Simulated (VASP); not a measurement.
# Al7P8 (a cell with a defect) in VASP: relaxation of the atoms with PBE

Aim: the relaxation of the atoms of Al7P8 (a cell with a defect) with PBE.

Everything below comes from runs of VASP 6.6.1. Logs are shortened: lines on timing, memory, paths and dates and some standing lists are left out, and cuts for length are marked.

### 1 The cell of the first run

The cell holds a defect, 15 atoms: a = 7.788 Å, b = 7.788 Å, c = 7.788 Å, α = 60.00°, β = 60.00°, γ = 60.00°.

### 2 Relaxation of the atoms, PBE (atoms taken out)

File INCAR:

```
ALGO = Normal
EDIFF = 1E-6
EDIFFG = -0.02
ENCUT = 520
GGA = PE
IBRION = 2
ISIF = 2
ISMEAR = 0
LASPH = T
LCHARG = F
LREAL = Auto
LWAVE = F
NELECT = 64.0
NELM = 80
NSW = 70
PREC = Accurate
SIGMA = 0.05
```

File KPOINTS:

```
k-points
0
Gamma
  4 4 4
```

File POSCAR:

```
Al7P8
1.0
   -5.5068011416      5.5068011416      0.0000000000
   -5.5068011416      0.0000000000      5.5068011416
    0.0000000000      5.5068011416      5.5068011416
Al P
7 8
Direct
    0.0000000000      0.5000000000      0.0000000000
    0.5000000000      0.0000000000      0.0000000000
    0.5000000000      0.5000000000      0.5000000000
    0.0000000000      0.0000000000      0.0000000000
    0.0000000000      0.5000000000      0.5000000000
    0.5000000000      0.0000000000      0.5000000000
    0.0000000000      0.0000000000      0.5000000000
    0.6250000000      0.6250000000      0.1250000000
    0.1250000000      0.6250000000      0.1250000000
    0.6250000000      0.1250000000      0.1250000000
    0.6250000000      0.6250000000      0.6250000000
    0.1250000000      0.1250000000      0.1250000000
    0.1250000000      0.6250000000      0.6250000000
    0.6250000000      0.1250000000      0.6250000000
    0.1250000000      0.1250000000      0.6250000000
```

Potentials or basis: VASP PAW PBE potentials, release 64 (Al, P).

Started as:

```sh
$ cat potpaw_PBE.64/Al/POTCAR potpaw_PBE.64/P/POTCAR > POTCAR
$ mpirun -np 1 vasp_std > vasp.out
```

OUTCAR:

```text
EDIFF = 1E-6
   EDIFFG = -0.02
   ENCUT = 520
   GGA = PE
   IBRION = 2
   ISIF = 2
   ISMEAR = 0
   LASPH = T
   LREAL = Auto
   NELECT = 64.0
   NELM = 80
   NSW = 70
   PREC = Accurate

 ion  position               nearest neighbor table
   1  0.000  0.500  0.000-   8 2.38   9 2.38  12 2.38  13 2.38
   2  0.500  0.000  0.000-   8 2.38  10 2.38  12 2.38  14 2.38
   3  0.500  0.500  0.500-   8 2.38  11 2.38  13 2.38  14 2.38
   4  0.000  0.000  0.000-   9 2.38  10 2.38  12 2.38  15 2.38
   5  0.000  0.500  0.500-   9 2.38  11 2.38  13 2.38  15 2.38
   6  0.500  0.000  0.500-  10 2.38  11 2.38  14 2.38  15 2.38
   7  0.000  0.000  0.500-  12 2.38  13 2.38  14 2.38  15 2.38
   8  0.625  0.625  0.125-   1 2.38   2 2.38   3 2.38
   9  0.125  0.625  0.125-   1 2.38   4 2.38   5 2.38
  10  0.625  0.125  0.125-   2 2.38   4 2.38   6 2.38
  11  0.625  0.625  0.625-   3 2.38   5 2.38   6 2.38
  12  0.125  0.125  0.125-   1 2.38   2 2.38   4 2.38   7 2.38
  13  0.125  0.625  0.625-   1 2.38   3 2.38   5 2.38   7 2.38
  14  0.625  0.125  0.625-   2 2.38   3 2.38   6 2.38   7 2.38
  15  0.125  0.125  0.625-   4 2.38   5 2.38   6 2.38   7 2.38

  LATTYP: Found a face centered cubic cell.
 ALAT       =    11.0136022832

  Lattice vectors:

 A1 = (  -5.5068011416,   5.5068011416,   0.0000000000)
 A2 = (  -5.5068011416,   0.0000000000,   5.5068011416)
 A3 = (   0.0000000000,   5.5068011416,   5.5068011416)

Analysis of symmetry for initial positions (statically):
=====================================================================
 Subroutine PRICEL returns:
 Original cell was already a primitive cell.

 Routine SETGRP: Setting up the symmetry group for a
 face centered cubic supercell.

 Subroutine GETGRP returns: Found 24 space group operations
 (whereof  4 operations were pure point group operations)
 out of a pool of 48 trial point group operations.

The static configuration has the point symmetry C_2v.
 The point group associated with its full space group is T_d .

Analysis of symmetry for dynamics (positions and initial velocities):
=====================================================================
 Subroutine PRICEL returns:
 Original cell was already a primitive cell.

 Routine SETGRP: Setting up the symmetry group for a
 face centered cubic supercell.

 Subroutine GETGRP returns: Found 24 space group operations
 (whereof  4 operations were pure point group operations)
 out of a pool of 48 trial point group operations.

The dynamic configuration has the point symmetry C_2v.
 The point group associated with its full space group is T_d .

 Subroutine INISYM returns: Found 24 space group operations
 (whereof  4 operations are pure point group operations),
 and found     1 'primitive' translations

----------------------------------------------------------------------------------------

                                     Primitive cell

  volume of cell :     333.9859

  direct lattice vectors                    reciprocal lattice vectors
    -5.506801142  5.506801142  0.000000000    -0.090796814  0.090796814 -0.090796814
    -5.506801142  0.000000000  5.506801142    -0.090796814 -0.090796814  0.090796814
     0.000000000  5.506801142  5.506801142     0.090796814  0.090796814  0.090796814

  length of vectors
     7.787792860  7.787792860  7.787792860     0.157264695  0.157264695  0.157264695

  position of ions in fractional coordinates (direct lattice)
     0.000000000  0.500000000  0.000000000
     0.500000000  0.000000000  0.000000000
     0.500000000  0.500000000  0.500000000
     0.000000000  0.000000000  0.000000000
     0.000000000  0.500000000  0.500000000
     0.500000000  0.000000000  0.500000000
     0.000000000  0.000000000  0.500000000
     0.625000000  0.625000000  0.125000000
     0.125000000  0.625000000  0.125000000
     0.625000000  0.125000000  0.125000000
     0.625000000  0.625000000  0.625000000
     0.125000000  0.125000000  0.125000000
     0.125000000  0.625000000  0.625000000
     0.625000000  0.125000000  0.625000000
     0.125000000  0.125000000  0.625000000

  ion indices of the primitive-cell ions
   primitive index   ion index
                 1           1
                 2           2
                 3           3
                 4           4
                 5           5
                 6           6
                 7           7
                 8           8
                 9           9
                10          10
                11          11
                12          12
                13          13
                14          14
                15          15

----------------------------------------------------------------------------------------

 KPOINTS: k-points

Automatic generation of k-mesh.
 Grid dimensions read from file:
 generate k-points for:    4    4    4

 Generating k-lattice:

  Cartesian coordinates                     Fractional coordinates (reciprocal lattice)
    -0.022699204  0.022699204 -0.022699204     0.250000000  0.000000000  0.000000000
    -0.022699204 -0.022699204  0.022699204     0.000000000  0.250000000  0.000000000
     0.022699204  0.022699204  0.022699204     0.000000000  0.000000000  0.250000000

  Length of vectors
     0.039316174  0.039316174  0.039316174

  Shift w.r.t. Gamma in fractional coordinates (k-lattice)
     0.000000000  0.000000000  0.000000000

 Subroutine IBZKPT returns following result:
 ===========================================

 Found      8 irreducible k-points:

 Following reciprocal coordinates:
            Coordinates               Weight
  0.000000  0.000000  0.000000      1.000000
  0.250000  0.000000  0.000000      8.000000
  0.500000  0.000000  0.000000      4.000000
  0.250000  0.250000  0.000000      6.000000
  0.500000  0.250000  0.000000     24.000000
 -0.250000  0.250000  0.000000     12.000000
  0.500000  0.500000  0.000000      3.000000
 -0.250000  0.500000  0.250000      6.000000
   k-points           NKPTS =      8   k-points in BZ     NKDIM =      8   number of bands    NBANDS=     40
   number of dos      NEDOS =    301   number of ions     NIONS =     15
   total plane-waves  NPLWV = 216000
   dimension x,y,z NGX =    60 NGY =   60 NGZ =   60
   dimension x,y,z NGXF=   120 NGYF=  120 NGZF=  120
   ions per type =               7   8
   NGX,Y,Z   is equivalent  to a cutoff of  12.81, 12.81, 12.81 a.u.
   NGXF,Y,Z  is equivalent  to a cutoff of  25.62, 25.62, 25.62 a.u.
 SYSTEM =  unknown system
   PREC   = accura    normal or accurate (medium, high low for compatibility)
   ISTART =      0    job   : 0-new  1-cont  2-samecut
   ICHARG =      2    charge: 1-file 2-atom 10-const
   ISPIN  =      1    spin polarized calculation?
   LNONCOLLINEAR =      F non collinear calculations
   LSORBIT =      F    spin-orbit coupling
   LASPH  =      T    aspherical Exc in radial PAW
   ENCUT  =  520.0 eV  38.22 Ry    6.18 a.u.  14.48 14.48 14.48*2*pi/ulx,y,z
   NELM   =     80;   NELMIN=  2; NELMDL= -5     # of ELM steps
   EDIFF  = 0.1E-05   stopping-criterion for ELM
   LREAL  =      T    real-space projection
   EDIFFG = -.2E-01   stopping-criterion for IOM
   NSW    =     70    number of steps for IOM
   IBRION =      2    ionic relax: 0-MD 1-quasi-New 2-CG
   NFREE  =      1    steps in history (QN), initial steepest desc. (CG)
   ISIF   =      2    stress and relaxation
   ISYM   =      2    0-nonsym 1-usesym 2-fastsym
   POTIM  = 0.5000    time-step for ionic-motion
   TEBEG  =    0.0;   TEEND  =   0.0 temperature during run
   PSTRESS=    0.0 pullay stress
   NELECT =      64.0000    total number of electrons
   NUPDOWN=      -1.0000    fix difference up-down
   EMIN   =  10.00;   EMAX   =-10.00  energy-range for DOS
   EFERMI =   0.00;   METHOD = LEGACY
   ISMEAR =     0;   SIGMA  =   0.05  broadening in eV -4-tet -1-fermi 0-gaus
   EFERMI_NEDOS =   21; number of points for ismear=-14 and -15
   IALGO  =     38    algorithm
   IMIX   =      4    mixing-type and parameters
     AMIX     =   0.40;   BMIX     =  1.00
     AMIX_MAG =   1.60;   BMIX_MAG =  1.00
  volume/ion in A,a.u.               =      22.27       150.26
  Fermi-wavevector in a.u.,A,eV,Ry     =   0.943826  1.783573 12.120181  0.890808
  Thomas-Fermi vector in A             =   2.071572
   LORBIT       =      0    0 simple, 1 ext, 2 COOP (PROOUT), +10 PAW based schemes
   GGA     = PE    functional components
   LHFCALC =     F    Hartree Fock is set to
   AEXX    =    0.0000 exact exchange contribution
   IVDW    =     0    specifies the selected vdW correction
   LEPSILON=     F    determine dielectric tensor
   LRPA    =     F    only Hartree local field effects (RPA)
 conjugate gradient relaxation of ions
 non-spin polarized calculation
 Gauss-broadening in eV      SIGMA  =   0.05
  energy-cutoff  :      520.00
  volume of cell :      333.99
 maximum number of plane-waves:      9089
 NGX is ok and might be reduce to    60
   NGX = 29   NGY = 29   NGZ = 29

--------------------------------------- Ionic step        1  -------------------------------------------

 number of electron      63.9999999 magnetization

 Free energy of the ion-electron system (eV)
  ---------------------------------------------------
  ext. energy  EPLUGINS =         0.00000000
  ---------------------------------------------------
  free energy    TOTEN  =       -60.84162363 eV

  energy without entropy =      -60.84144490  energy(sigma->0) =      -60.84153426

------------------------ aborting loop because EDIFF is reached ----------------------------------------

  FORCE on cell =-STRESS in cart. coord.  units (eV):
  Direction    XX          YY          ZZ          XY          YZ          ZX
  --------------------------------------------------------------------------------------
  -------------------------------------------------------------------------------------
  Total       23.2356249     23.2356249     23.2356249     -0.0000000      0.0000000      0.0000000
  in kB      111.4645488    111.4645488    111.4645488     -0.0000000      0.0000000      0.0000000
  external PRESSURE =     111.4645488 kB  Pullay stress =       0.0000000 kB
[... 328 lines left out ...]
  energy  without entropy=      -61.8401010063  energy(sigma->0) =      -61.84010101

--------------------------------------- Ionic step        8  -------------------------------------------

 number of electron      63.9999998 magnetization

 Free energy of the ion-electron system (eV)
  ---------------------------------------------------
  ext. energy  EPLUGINS =         0.00000000
  ---------------------------------------------------
  free energy    TOTEN  =       -61.84081816 eV

  energy without entropy =      -61.84081816  energy(sigma->0) =      -61.84081816

 E-fermi :   4.8105     XC(G=0):  -9.0891

 val. band max:        4.5860164570   @ k =   0.0000   0.0000   0.0000
 cond. band min:       5.3536963784   @ k =   0.0000   0.0000   0.0000
 fundamental gap:      0.7676799214
 Fermi energy:         4.8104705618

 k-point     1 :       0.0000    0.0000    0.0000
  band No.  band energies     occupation
      1      -7.4765      2.00000
      2      -5.9246      2.00000
      3      -5.9246      2.00000
      4      -5.9246      2.00000
      5      -5.5501      2.00000
      6      -5.0192      2.00000
[... 375 lines left out ...]
  FREE ENERGIE OF THE ION-ELECTRON SYSTEM (eV)
  ---------------------------------------------------
  free  energy   TOTEN  =       -61.8408181642 eV

  energy  without entropy=      -61.8408181642  energy(sigma->0) =      -61.84081816

 reached required accuracy - stopping structural energy minimisation
```

Wall time 25 min (1 thread of Intel Xeon 8259CL, shared host); peak memory 0.55 GiB.

Results:

```yaml
Free_energy: -61.8408 eV
Energy_gained_by_relaxing: 66.6 meV/atom
Ionic_steps: 8
Largest_force_after_relaxing: 0.011 eV/Å
```

Forces in eV/Å, atoms in the order of the input:
```
Al   0.000  0.000 -0.009
Al   0.000 -0.009  0.000
Al   0.009  0.000  0.000
Al  -0.009  0.000  0.000
Al   0.000  0.009  0.000
Al   0.000  0.000  0.009
Al   0.000  0.000  0.000
P    0.002 -0.002 -0.002
P   -0.002  0.002 -0.002
P   -0.002 -0.002  0.002
P    0.002  0.002  0.002
P    0.006  0.006  0.006
P   -0.006 -0.006  0.006
P   -0.006  0.006 -0.006
P    0.006 -0.006 -0.006
```

The path:
| step | energy change (eV) | largest force (eV/Å) | pressure (GPa) |
| --- | --- | --- | --- |
| 1 | 0.0000 | 1.6144 | 11.15 |
| 2 | -0.6569 | 0.7606 | 10.94 |
| 3 | -0.9009 | 0.6196 | 10.88 |
| 4 | -0.9022 | 0.6201 | 10.87 |
| 5 | -0.9789 | 0.2832 | 10.28 |
| 6 | -0.9984 | 0.0533 | 9.78 |
| 7 | -0.9985 | 0.0481 | 9.81 |
| 8 | -0.9992 | 0.0106 | 9.82 |

Final structure:
```
Al P
1.0
    -5.50680    5.50680    0.00000
    -5.50680    0.00000    5.50680
     0.00000    5.50680    5.50680
Al P
7 8
Cartesian
  -8.2602 5.5068 2.9112
  -8.2602 2.9112 5.5068
  -5.6646 5.5068 5.5068
  -10.8558 5.5068 5.5068
  -8.2602 8.1024 5.5068
  -8.2602 5.5068 8.1024
  -5.5068 2.7534 8.2602
  -6.7988 4.0454 4.0454
  -4.2148 1.4614 4.0454
  -4.2148 4.0454 1.4614
  -6.7988 6.9682 6.9682
  -1.3887 1.3647 1.3647
  -4.1181 4.1421 6.8715
  -4.1181 6.8715 4.1421
  -1.3887 4.1421 4.1421
```

Caveat: the cell carries a net charge on a neutralising background, which shifts energy and pressure; the cell differs from its parent crystal (atoms taken out); the cell is charged against a uniform background, so pressure and absolute levels hang on convention.
